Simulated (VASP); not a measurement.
# Cu (Fm-3m) in VASP: density of states with PBE

Aim: the density of states of Cu with PBE.

All numbers are computed with VASP 6.6.1; they aren't measurements. Logs are shortened: lines on timing, memory, paths and dates and some standing lists are left out, and cuts for length are marked.

### 1 The cell of the first run

It takes space group Fm-3m (No. 225, cubic). Conventional cell: a = 3.615 Å, b = 3.615 Å, c = 3.615 Å, α = 90.00°, β = 90.00°, γ = 90.00°. Cu (site symmetry m-3m) has 12 Cu at 2.56 Å within 3.4 Å.

### 2 Density of states, PBE

The input, POSCAR:

```
Cu
1.0
    0.0000000000      1.8075000000      1.8075000000
    1.8075000000      0.0000000000      1.8075000000
    1.8075000000      1.8075000000      0.0000000000
Cu
1
Direct
    0.0000000000      0.0000000000      0.0000000000
```

The input, INCAR.step1:

```
SYSTEM = Cu
PREC     = Accurate       ! precision mode
ENCUT    = 520            ! plane-wave cutoff, eV
EDIFF    = 1E-7           ! SCF threshold, eV
ISMEAR   = 0              ! smearing method
SIGMA    = 0.05           ! smearing width, eV
LREAL    = .False.        ! projectors in reciprocal space
LASPH    = .True.         ! aspherical terms in the spheres
NELM     = 100            ! most SCF steps
ALGO     = Fast           ! electronic algorithm
ISIF     = 2              ! what is computed and relaxed
LWAVE    = .False.        ! write WAVECAR
LCHARG   = .True.         ! write CHGCAR
LMAXMIX  = 4              ! l up to which the mixer works
GGA      = PE             ! functional
NBANDS   = 12             ! bands
```

The input, KPOINTS.step1:

```
regular mesh
0
Gamma
  16 16 16
  0 0 0
```

The input, INCAR.step2:

```
SYSTEM = Cu
PREC     = Accurate       ! precision mode
ENCUT    = 520            ! plane-wave cutoff, eV
EDIFF    = 1E-7           ! SCF threshold, eV
ISMEAR   = -5             ! smearing method
SIGMA    = 0.05           ! smearing width, eV
LREAL    = .False.        ! projectors in reciprocal space
LASPH    = .True.         ! aspherical terms in the spheres
NELM     = 100            ! most SCF steps
ALGO     = Fast           ! electronic algorithm
ISIF     = 2              ! what is computed and relaxed
LWAVE    = .False.        ! write WAVECAR
LCHARG   = .False.        ! write CHGCAR
LMAXMIX  = 4              ! l up to which the mixer works
GGA      = PE             ! functional
LORBIT   = 10             ! projections on sites
NEDOS    = 2001           ! points of the DOS
ICHARG   = 11             ! starting density
```

The input, KPOINTS.step2:

```
regular mesh
0
Gamma
  24 24 24
  0 0 0
```

Potentials or basis: VASP PAW PBE potentials, release 64 (Cu).

On the command line:

```
> cat potpaw_PBE.64/Cu/POTCAR > POTCAR
> cp INCAR.step1 INCAR
> cp KPOINTS.step1 KPOINTS
> mpirun -np 1 vasp_std > vasp.out
> cp INCAR.step2 INCAR
> cp KPOINTS.step2 KPOINTS
> mpirun -np 1 vasp_std > vasp.out
```

OUTCAR:

```text
SYSTEM = Cu
   PREC = Accurate
   ENCUT = 520
   EDIFF = 1E-7
   ISMEAR = -5
   LREAL = .False.
   LASPH = .True.
   NELM = 100
   ISIF = 2
   GGA = PE
   LORBIT = 10
   ICHARG = 11

 ion  position               nearest neighbor table
   1  0.000  0.000  0.000-

  LATTYP: Found a face centered cubic cell.
 ALAT       =     3.6150000000

  Lattice vectors:

 A1 = (   0.0000000000,   1.8075000000,   1.8075000000)
 A2 = (   1.8075000000,   0.0000000000,   1.8075000000)
 A3 = (   1.8075000000,   1.8075000000,   0.0000000000)

Analysis of symmetry for initial positions (statically):
=====================================================================
 Subroutine PRICEL returns:
 Original cell was already a primitive cell.

 Routine SETGRP: Setting up the symmetry group for a
 face centered cubic supercell.

 Subroutine GETGRP returns: Found 48 space group operations
 (whereof 48 operations were pure point group operations)
 out of a pool of 48 trial point group operations.

The static configuration has the point symmetry O_h .

Analysis of symmetry for dynamics (positions and initial velocities):
=====================================================================
 Subroutine PRICEL returns:
 Original cell was already a primitive cell.

 Routine SETGRP: Setting up the symmetry group for a
 face centered cubic supercell.

 Subroutine GETGRP returns: Found 48 space group operations
 (whereof 48 operations were pure point group operations)
 out of a pool of 48 trial point group operations.

The dynamic configuration has the point symmetry O_h .

 Subroutine INISYM returns: Found 48 space group operations
 (whereof 48 operations are pure point group operations),
 and found     1 'primitive' translations

----------------------------------------------------------------------------------------

                                     Primitive cell

  volume of cell :      11.8104

  direct lattice vectors                    reciprocal lattice vectors
     0.000000000  1.807500000  1.807500000    -0.276625173  0.276625173  0.276625173
     1.807500000  0.000000000  1.807500000     0.276625173 -0.276625173  0.276625173
     1.807500000  1.807500000  0.000000000     0.276625173  0.276625173 -0.276625173

  length of vectors
     2.556191014  2.556191014  2.556191014     0.479128854  0.479128854  0.479128854

  position of ions in fractional coordinates (direct lattice)
     0.000000000  0.000000000  0.000000000

  ion indices of the primitive-cell ions
   primitive index   ion index
                 1           1

----------------------------------------------------------------------------------------

 KPOINTS: regular mesh

Automatic generation of k-mesh.
 Grid dimensions read from file:
 generate k-points for:   24   24   24

 Generating k-lattice:

  Cartesian coordinates                     Fractional coordinates (reciprocal lattice)
    -0.011526049  0.011526049  0.011526049     0.041666667  0.000000000  0.000000000
     0.011526049 -0.011526049  0.011526049     0.000000000  0.041666667  0.000000000
     0.011526049  0.011526049 -0.011526049     0.000000000  0.000000000  0.041666667

  Length of vectors
     0.019963702  0.019963702  0.019963702

  Shift w.r.t. Gamma in fractional coordinates (k-lattice)
     0.000000000  0.000000000  0.000000000

 TETIRR: Found   1864 inequivalent tetrahedra from    82944

 Subroutine IBZKPT returns following result:
 ===========================================

 Found    413 irreducible k-points:

 Following reciprocal coordinates:
            Coordinates               Weight
  0.000000  0.000000  0.000000      1.000000
  0.041667  0.000000  0.000000      8.000000
  0.083333  0.000000  0.000000      8.000000
  0.125000  0.000000  0.000000      8.000000
  0.166667  0.000000  0.000000      8.000000
  0.208333  0.000000  0.000000      8.000000
[... 16 lines left out ...]
  0.416667  0.041667  0.000000     24.000000
  0.458333  0.041667  0.000000     24.000000
 [... further k-points ...]
   k-points           NKPTS =    413   k-points in BZ     NKDIM =    413   number of bands    NBANDS=      9
   number of dos      NEDOS =   2001   number of ions     NIONS =      1
   total plane-waves  NPLWV =   8000
   dimension x,y,z NGX =    20 NGY =   20 NGZ =   20
   dimension x,y,z NGXF=    40 NGYF=   40 NGZF=   40
   ions per type =               1
   NGX,Y,Z   is equivalent  to a cutoff of  13.01, 13.01, 13.01 a.u.
   NGXF,Y,Z  is equivalent  to a cutoff of  26.01, 26.01, 26.01 a.u.
 SYSTEM =  Cu
   PREC   = accura    normal or accurate (medium, high low for compatibility)
   ISTART =      0    job   : 0-new  1-cont  2-samecut
   ICHARG =     11    charge: 1-file 2-atom 10-const
   ISPIN  =      1    spin polarized calculation?
   LNONCOLLINEAR =      F non collinear calculations
   LSORBIT =      F    spin-orbit coupling
   LASPH  =      T    aspherical Exc in radial PAW
   ENCUT  =  520.0 eV  38.22 Ry    6.18 a.u.   4.75  4.75  4.75*2*pi/ulx,y,z
   NELM   =    100;   NELMIN=  2; NELMDL=  0     # of ELM steps
   EDIFF  = 0.1E-06   stopping-criterion for ELM
   LREAL  =      F    real-space projection
   EDIFFG = 0.1E-05   stopping-criterion for IOM
   NSW    =      0    number of steps for IOM
   IBRION =     -1    ionic relax: 0-MD 1-quasi-New 2-CG
   NFREE  =      0    steps in history (QN), initial steepest desc. (CG)
   ISIF   =      2    stress and relaxation
   ISYM   =      2    0-nonsym 1-usesym 2-fastsym
   POTIM  = 0.5000    time-step for ionic-motion
   TEBEG  =    0.0;   TEEND  =   0.0 temperature during run
   PSTRESS=    0.0 pullay stress
   NELECT =      11.0000    total number of electrons
   NUPDOWN=      -1.0000    fix difference up-down
   EMIN   =  10.00;   EMAX   =-10.00  energy-range for DOS
   EFERMI =   0.00;   METHOD = LEGACY
   ISMEAR =    -5;   SIGMA  =   0.05  broadening in eV -4-tet -1-fermi 0-gaus
   EFERMI_NEDOS =   21; number of points for ismear=-14 and -15
   IALGO  =     68    algorithm
   IMIX   =      4    mixing-type and parameters
     AMIX     =   0.40;   BMIX     =  1.00
     AMIX_MAG =   1.60;   BMIX_MAG =  1.00
  volume/ion in A,a.u.               =      11.81        79.70
  Fermi-wavevector in a.u.,A,eV,Ry     =   1.598763  3.021224 34.777078  2.556043
  Thomas-Fermi vector in A             =   2.696162
   LORBIT       =     10    0 simple, 1 ext, 2 COOP (PROOUT), +10 PAW based schemes
   GGA     = PE    functional components
   LHFCALC =     F    Hartree Fock is set to
   AEXX    =    0.0000 exact exchange contribution
   IVDW    =     0    specifies the selected vdW correction
   LEPSILON=     F    determine dielectric tensor
   LRPA    =     F    only Hartree local field effects (RPA)
 non-spin polarized calculation
 RMM-DIIS sequential band-by-band and
 Fermi weights with tetrahedron method with Bloechl corrections
  energy-cutoff  :      520.00
  volume of cell :       11.81
 maximum number of plane-waves:       332

 number of electron      11.0000001 magnetization

 Free energy of the ion-electron system (eV)
  ---------------------------------------------------
  ext. energy  EPLUGINS =         0.00000000
  ---------------------------------------------------
  free energy    TOTEN  =        -3.72658313 eV

  energy without entropy =       -3.72658313  energy(sigma->0) =       -3.72658313

 E-fermi :   7.6205     XC(G=0): -12.7255

 val. band max:        7.5927295685   @ k =   0.5000   0.1667   0.0417
 cond. band min:       7.6449533727   @ k =   0.5000   0.2500   0.0833
 fundamental gap:      0.0522238043
 Fermi energy:         7.6205434015

 k-point     1 :       0.0000    0.0000    0.0000
  band No.  band energies     occupation
      1      -1.7655      2.00000
      2       4.5604      2.00000
      3       4.5604      2.00000
      4       4.5604      2.00000
      5       5.3824      2.00000
      6       5.3824      2.00000
      7      30.1798      0.00000
      8      32.8242      0.00000
      9      32.8242      0.00000

 k-point     2 :       0.0417    0.0000    0.0000
  band No.  band energies     occupation
      1      -1.7022      2.00000
      2       4.5467      2.00000
      3       4.5726      2.00000
      4       4.5726      2.00000
      5       5.3774      2.00000
      6       5.3774      2.00000
      7      29.8661      0.00000
      8      31.8235      0.00000
      9      32.6017      0.00000

 k-point     3 :       0.0833    0.0000    0.0000
  band No.  band energies     occupation
      1      -1.5132      2.00000
      2       4.5080      2.00000
      3       4.6065      2.00000
      4       4.6065      2.00000
      5       5.3651      2.00000
      6       5.3651      2.00000
      7      28.4604      0.00000
      8      31.0535      0.00000
      9      32.1304      0.00000

 k-point     4 :       0.1250    0.0000    0.0000
  band No.  band energies     occupation
      1      -1.2023      2.00000
      2       4.4507      2.00000
      3       4.6537      2.00000
      4       4.6537      2.00000
      5       5.3534      2.00000
      6       5.3534      2.00000
      7      26.3943      0.00000
      8      30.8075      0.00000
      9      31.6215      0.00000
[... 205 lines left out ...]
 k-point    22 :       0.3750    0.0417    0.0000
  band No.  band energies     occupation
      1       1.9735      2.00000
      2       4.5889      2.00000
      3       4.6345      2.00000
      4       4.7257      2.00000
      5       5.8044      2.00000
      6       5.8084      2.00000
      7      15.0727      0.00000
      8      28.6636      0.00000
      9      28.7303      0.00000

 k-point    23 :       0.4167    0.0417    0.0000
  band No.  band energies     occupation
      1       2.3089      2.00000
      2       4.5465      2.00000
      3       4.5943      2.00000
      4       5.1776      2.00000
      5       5.8885      2.00000
      6       6.0438      2.00000
      7      13.4780      0.00000
      8      28.5262      0.00000
      9      28.6986      0.00000

 k-point    24 :       0.4583    0.0417    0.0000
  band No.  band energies     occupation
      1       2.4788      2.00000
      2       4.5176      2.00000
      3       4.5642      2.00000
      4       5.5428      2.00000
      5       5.9386      2.00000
      6       6.4600      2.00000
      7      12.1699      0.00000
      8      28.3454      0.00000
      9      29.1199      0.00000

 [... further k-points ...]
[... 5 lines left out ...]
  --------------------------------------------------------------------------------------
  -------------------------------------------------------------------------------------
  Total        0.0439114      0.0439114      0.0439114      0.0000000      0.0000000     -0.0000000
  in kB        5.9569412      5.9569412      5.9569412      0.0000000      0.0000000     -0.0000000
  external PRESSURE =       5.9569412 kB  Pullay stress =       0.0000000 kB

 VOLUME and BASIS-vectors are now :
 -----------------------------------------------------------------------------
  energy-cutoff  :      520.00
  volume of cell :       11.81
      direct lattice vectors                 reciprocal lattice vectors
     0.000000000  1.807500000  1.807500000    -0.276625173  0.276625173  0.276625173
     1.807500000  0.000000000  1.807500000     0.276625173 -0.276625173  0.276625173
     1.807500000  1.807500000  0.000000000     0.276625173  0.276625173 -0.276625173

 POSITION                                       TOTAL-FORCE (eV/Angst)
 -----------------------------------------------------------------------------------
      0.00000      0.00000      0.00000         0.000000      0.000000      0.000000
 -----------------------------------------------------------------------------------
    total drift:                               -0.000000      0.000000      0.000000

  FREE ENERGIE OF THE ION-ELECTRON SYSTEM (eV)
  ---------------------------------------------------
  free  energy   TOTEN  =        -3.7265831287 eV

  energy  without entropy=       -3.7265831287  energy(sigma->0) =       -3.72658313

 total charge

# of ion       s       p       d       tot
------------------------------------------
    1        0.447   0.382   9.172  10.002
```

It took 40 s on 1 thread of Intel Xeon Platinum 8488C (Sapphire Rapids), shared host; peak memory 0.15 GiB.

Results:

```yaml
Valence_electrons_inside_the_program's_atomic_spheres: Cu 10.00
```

Levels at points of the mesh, in eV from the Fermi level:
| k point | band 3 | band 4 | band 5 | band 6 | band 7 | band 8 | band 9 |
| --- | --- | --- | --- | --- | --- | --- | --- |
| (0.00, 0.00, 0.00) | -3.06 | -3.06 | -2.24 | -2.24 | 22.56 | 25.20 | 25.20 |
| (0.50, 0.00, 0.00) | -3.09 | -1.67 | -1.67 | -1.04 | 3.72 | 21.06 | 22.04 |
| (0.50, 0.50, 0.00) | -1.69 | -1.53 | -1.53 | 1.46 | 7.08 | 13.05 | 13.05 |

Caveat: tetrahedron occupations give inexact forces and stress in metals.
